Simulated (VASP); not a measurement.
Crystal: TePb.

```
Pb Te
1.0
     0.00000    3.22700    3.22700
     3.22700    0.00000    3.22700
     3.22700    3.22700    0.00000
Pb Te
1 1
Direct
  0.50000 0.50000 0.50000
  0.00000 0.00000 0.00000
```

Base run:

| Item | Value |
| --- | --- |
| Program | VASP 6.6.1 |
| Functional | PBE |
| Potentials or basis | VASP PAW PBE potentials, release 64 (Pb_d, Te) |
| Cutoff | 500 eV |
| k mesh | 9 × 9 × 9 |
| Occupations | gaussian, width 0.05 eV |
| Spin | no spin polarisation |

Its results: pressure 2.2 GPa.

The run is repeated on the same cell with these changes: k mesh from 9 × 9 × 9 to 6 × 6 × 6; dispersion from none to D3(BJ). What comes out?

Pressure 0.3 GPa.

Several settings changed at once.

Caveats: three body term missing (at least some runs).
